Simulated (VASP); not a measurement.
Wanted: the native input for a VASP 6.6.1 run.

```yaml
Task: single point
Functional: PBE
Potentials_or_basis: VASP PAW PBE potentials, release 64 (Co, Si)
Cutoff: 520 eV
k_mesh: 14 × 14 × 14
Occupations: gaussian, width 0.15 eV
Spin: collinear spin, ferromagnetic start
Starting_moments: "[1.65, 0.0, 0.0] μB"
Fixed_moment: 1.65 μB
Dipole_correction: no
Further_INCAR_settings: ALGO = Normal; EDIFF = 1e-07; NBANDS = 20
```

The structure of CoSi2 lies in POSCAR:

```
CoSi2
1.0
    0.0000000000      2.5683793221      2.5683793221
    2.5683793221      0.0000000000      2.5683793221
    2.5683793221      2.5683793221      0.0000000000
Co Si
1 2
Direct
    0.0000000000      0.0000000000      0.0000000000
    0.2500000000      0.2500000000      0.2500000000
    0.7500000000      0.7500000000      0.7500000000
```

These files were run (other wordings do the same):

INCAR

```
PREC = Accurate
ENCUT = 520
EDIFF = 1E-7
ISMEAR = 0
SIGMA = 0.15
LREAL = False
LASPH = True
NELM = 150
ALGO = Normal
ISIF = 2
LWAVE = False
LCHARG = False
ISPIN = 2
MAGMOM = 1.65 0 0
LORBIT = 11
NUPDOWN = 1.65
LMAXMIX = 4
GGA = PE
NBANDS = 20
```

KPOINTS

```
Automatic mesh
0
Gamma
  14 14 14
```

Potentials or basis: VASP PAW PBE potentials, release 64 (Co, Si).

Launch:

```console
$ cat potpaw_PBE.64/Co/POTCAR potpaw_PBE.64/Si/POTCAR > POTCAR
$ mpirun -np 1 vasp_std > vasp.out
```

Results of the run:

* Pressure: 42.4 GPa
* Net moment: 1.65 μB per cell
* Site moments: Co +1.02; Si +0.14 μB
* Valence electrons inside the program's atomic spheres: Co 9.19; Si 1.70

Caveat: the cell stands under pressure; the total moment is fixed, so each spin has its own Fermi level.

It took 61 s on 1 thread of Intel(R) Xeon(R) 6975P-C (Granite Rapids) (shared host), peak memory 0.24 GiB.
